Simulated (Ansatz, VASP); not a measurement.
One calculation of CuO, two programs

```
Cu O
1.0
     2.34465   -1.71340    0.00000
     2.34465    1.71340    0.00000
    -0.86055    0.00000    5.05944
Cu O
2 2
Direct
  0.00320 0.49680 0.00000
  0.49680 0.00320 0.50000
  0.57140 0.40560 0.25370
  0.40560 0.57140 0.75370
```

Alike in both runs: task relaxation of cell and atoms; functional PBEsol; k mesh 8 × 8 × 4; occupations fermi-dirac, width 0.05 eV; no spin polarisation.

|  | VASP | Ansatz |
| --- | --- | --- |
| version | VASP 6.6.1 | Ansatz 0.2.0 |
| potentials or method | VASP PAW PBE potentials, release 64 (Cu, O), cutoff 600 eV | all-electron LAPW, scalar-relativistic |

Ansatz gave:

```
relaxed volume (Å³/atom)                                        : 10.66
relaxed length of the cell vector where the two differ most in proportion (Å) : 5.095
```

Task: Which values does VASP return?

Result: Relaxed volume (Å³/atom): 10.67; relaxed length of the cell vector where the two differ most in proportion (Å): 5.110.

VASP's potentials were made for PBE, not for PBEsol. Ansatz ran all-electron here, and VASP with PAW potentials.

Noted on Ansatz's run: the k mesh is thin for a metal, which can move the energy by tens of meV per atom.
